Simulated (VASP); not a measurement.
NaI: single point with PBE

The system is NaI.

```xyz
2
Lattice="0.0000 3.2311 3.2311 3.2311 0.0000 3.2311 3.2311 3.2311 0.0000" Properties=species:S:1:pos:R:3 pbc="T T T"
Na    0.0000    0.0000    0.0000
I     3.2311    3.2311    3.2311
```

| Property | Result |
| --- | --- |
| Program | VASP 6.6.1 |
| Task | single point |
| Functional | PBE |
| Potentials or basis | VASP PAW PBE potentials, release 64 (Na_pv, I) |
| Cutoff | 520 eV |
| k mesh | 6 × 6 × 6 |
| Occupations | gaussian, width 0.01 eV |
| Spin | no spin polarisation |

The pressure is 0.5 GPa. The band gap on the k mesh is 3.65 eV.

Levels at points of the mesh, in eV from the valence-band top:
```
           k point  band 5  band 6  band 7  band 8  band 9  band 10
(0.00, 0.00, 0.00)    0.00    0.00    0.00    3.65    7.93     7.93
(0.50, 0.00, 0.00)   -2.20   -0.28   -0.28    5.09    7.45     7.45
(0.50, 0.50, 0.00)   -1.92   -0.75   -0.75    4.50    5.55     9.90
```

Wall time 12 s on 1 thread of Intel(R) Xeon(R) Platinum 8488C (Sapphire Rapids), on a shared host, peak memory 0.2 GiB.

Caveat: spin-orbit coupling is left out, which moves the levels of the heavy elements.
